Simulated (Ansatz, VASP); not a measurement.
# One calculation of CoSi2, two programs

```xyz
3
Lattice="0.0000 2.6563 2.6563 2.6563 0.0000 2.6563 2.6563 2.6563 0.0000" Properties=species:S:1:pos:R:3 pbc="T T T"
Co    0.0000    0.0000    0.0000
Si    1.3281    1.3281    1.3281
Si    3.9844    3.9844    3.9844
```

Alike in both runs: task single point; functional PBEsol; k mesh 16 × 16 × 16; occupations gaussian, width 0.15 eV; no spin polarisation.

|  | VASP | Ansatz |
| --- | --- | --- |
| version | VASP 6.6.1 | Ansatz 0.2.0 |
| potentials or method | VASP PAW PBE potentials, release 64 (Co, Si), cutoff 520 eV | scalar-relativistic, plane waves, PAW |
| valence electrons in the cell | 17 | 25 |

```tsv
	VASP	Ansatz	Ansatz less VASP
gap on the k mesh at the Fermi level (eV)	none	none	-
pressure (GPa)	0.0	0.0	-0.05
```

VASP's potentials were made for PBE, not for PBEsol. A gap of «none» marks a metal or a gap that the smearing closes. With one functional, cell and mesh, what is left measures potentials, basis and numerics. VASP's potentials hold 17 valence electrons a cell and Ansatz's 25, so a difference there can come from the potentials and not from the codes.
